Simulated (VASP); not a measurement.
**Si62B (a cell with a defect): single point with LDA**

System: Si62B (a cell with a defect).

```xyz
63
Lattice="10.8600 0.0000 0.0000 0.0000 10.8600 0.0000 0.0000 0.0000 10.8600" Properties=species:S:1:pos:R:3 pbc="T T T"
Si    5.4580    0.0120    0.0436
Si    6.8605    1.3335    1.4233
Si    8.1475    2.7170    0.0232
Si    9.5303    4.0037    1.4245
Si    8.3191    0.0893    2.8239
Si    0.0281   -0.0250    0.0282
Si    1.3718    1.3426    1.3693
Si    2.6746    2.7105   -0.0517
Si    4.0353    4.0491    1.3513
Si    5.4201    5.4436    0.0663
Si    6.8134    6.8280    1.3530
Si    8.1488    8.1910   -0.0518
Si    9.5204    9.4908    1.3687
Si    2.7381   -0.0030    2.7233
Si    4.0939    1.3397    4.1079
Si    5.3874    2.6633    2.6826
Si    6.2075    4.6530    3.5439
Si    8.1976    5.4737    2.6841
Si    9.5224    6.7677    4.1078
Si    5.5319    0.0856    5.4659
Si    6.9295    1.5318    6.7848
Si    9.3273    3.9280    6.7831
Si    8.1613    0.0613    8.1246
Si    9.5237    1.3409    9.5464
Si   -0.0092    5.4049    0.0430
Si    1.3676    6.7652    1.3815
Si    2.7277    8.1340    0.0050
Si    4.0975    9.4944    1.3804
Si   -0.0873    2.5430    2.8243
Si    1.2892    4.0165    4.0807
Si    2.6940    5.3863    2.7418
Si    4.1036    6.7589    4.0530
Si    5.4757    8.1696    2.7425
Si    6.8472    9.5724    4.0816
Si   -0.1094    0.1123    5.2970
Si    1.3131    1.3543    6.7500
Si    2.7098    2.7152    5.4378
Si    4.0604    4.0476    6.8379
Si    5.3965    5.4656    5.5388
Si    6.8157    6.8000    6.8380
Si    8.1480    8.1520    5.4390
Si    9.5092    9.5494    6.7501
Si    2.7044    0.0013    8.1137
Si    4.0740    1.3221    9.5018
Si    5.4565    2.7204    8.1780
Si    6.7683    4.0968    9.5562
Si    8.1462    5.4062    8.1775
Si    9.5397    6.7911    9.5044
Si    0.0050    8.1250    2.7243
Si    1.3270    9.5360    4.0523
Si   -0.0857    5.3283    5.4665
Si    1.3449    6.7692    6.7801
Si    2.6995    8.1610    5.3828
Si    4.0917    9.5153    6.7800
Si   -0.0575    2.7037    8.1243
Si    1.3113    4.0858    9.4678
Si    2.7060    5.4377    8.1523
Si    4.0928    6.7705    9.5105
Si    5.4257    8.1559    8.1512
Si    6.7759    9.5536    9.4651
Si    0.0012    8.1578    8.1142
Si    1.3706    9.4920    9.4930
B     9.8591    1.0025    3.7476
```

```json
{
  "Program": "VASP 6.6.1",
  "Task": "single point",
  "Functional": "LDA",
  "Potentials or basis": "VASP PAW LDA potentials, release 64 (Si, B)",
  "Cutoff": "520 eV",
  "k mesh": "1 × 1 × 1",
  "Occupations": "fermi-dirac, width 0.05 eV",
  "Spin": "collinear spin, zero start"
}
```

The largest force is 0.028 eV/Å and the net moment is 0.00 μB per cell. The valence electrons inside the program's atomic spheres are Si 1.71, 1.70, 1.72, 1.69, 1.65 (each value once); B 1.78.

Forces on the atoms (eV/Å):
```
Si  -0.003  0.003 -0.005
Si  -0.007 -0.001  0.000
Si   0.006 -0.007 -0.001
Si  -0.006  0.002 -0.006
Si   0.021  0.017  0.009
Si   0.004 -0.006  0.004
Si   0.002  0.003  0.002
Si  -0.001  0.001 -0.008
Si   0.004  0.007 -0.003
Si  -0.002  0.002 -0.003
Si  -0.011 -0.005 -0.007
Si   0.012 -0.011 -0.001
Si  -0.011  0.001  0.002
Si  -0.005  0.010 -0.006
Si   0.002 -0.009 -0.002
Si  -0.003 -0.004  0.006
Si   0.010 -0.005  0.001
Si   0.006  0.009  0.004
Si   0.008  0.002  0.004
Si   0.006  0.009  0.011
Si   0.001 -0.003  0.003
Si   0.008  0.007 -0.001
Si  -0.001 -0.004 -0.006
Si  -0.009  0.005 -0.003
Si   0.000  0.008  0.009
Si   0.007 -0.006 -0.003
Si   0.000  0.003  0.002
Si   0.003 -0.006  0.002
Si  -0.015 -0.020  0.010
Si   0.006  0.003  0.003
Si   0.003 -0.001  0.004
Si  -0.003  0.001 -0.003
Si   0.005 -0.005  0.003
Si  -0.011 -0.003  0.001
Si  -0.003  0.002  0.000
Si   0.002  0.006  0.002
Si   0.000  0.002  0.000
Si   0.003  0.004  0.002
Si  -0.003  0.002  0.010
Si   0.000  0.004  0.003
Si  -0.003 -0.002 -0.006
Si  -0.007 -0.001  0.004
Si   0.002 -0.011 -0.002
Si  -0.003  0.009  0.004
Si   0.004 -0.004 -0.003
Si   0.000 -0.004  0.002
Si  -0.005 -0.003  0.001
Si  -0.008 -0.002 -0.008
Si  -0.008  0.002 -0.010
Si   0.003 -0.009 -0.005
Si  -0.006 -0.003  0.010
Si  -0.004 -0.007 -0.013
Si   0.001  0.002  0.021
Si   0.005  0.003 -0.015
Si   0.004 -0.003 -0.002
Si  -0.003  0.007 -0.005
Si   0.003 -0.002  0.000
Si   0.001 -0.002 -0.001
Si  -0.003 -0.001  0.000
Si  -0.006 -0.001  0.008
Si   0.010  0.003  0.001
Si  -0.005  0.007 -0.005
B    0.002  0.006 -0.015
```

Levels at points of the mesh, in eV from the Fermi level:
Spin up:
| k point | band 122 | band 123 | band 124 | band 125 | band 126 | band 127 | band 128 | band 129 | band 130 | band 131 |
| --- | --- | --- | --- | --- | --- | --- | --- | --- | --- | --- |
| (0.00, 0.00, 0.00) | -1.48 | -0.81 | -0.79 | -0.76 | -0.40 | 0.08 | 0.11 | 0.12 | 0.13 | 0.15 |
Spin down:
```csv
k point,band 122,band 123,band 124,band 125,band 126,band 127,band 128,band 129,band 130,band 131
"(0.00, 0.00, 0.00)",-1.48,-0.81,-0.79,-0.76,-0.40,0.08,0.11,0.12,0.13,0.15
```

Run time: 17 min on 1 thread of Intel(R) Xeon(R) Platinum 8259CL CPU @ 2.50GHz (Skylake/Cascade Lake) (shared host), peak memory 0.92 GiB.

Caveat: the k points lie up to 0.58 Å⁻¹ apart; the cell carries a net charge on a neutralising background, which shifts energy and pressure; the cell is charged against a uniform background, so pressure and absolute levels hang on convention; no moment was typed at the start, so none could form.
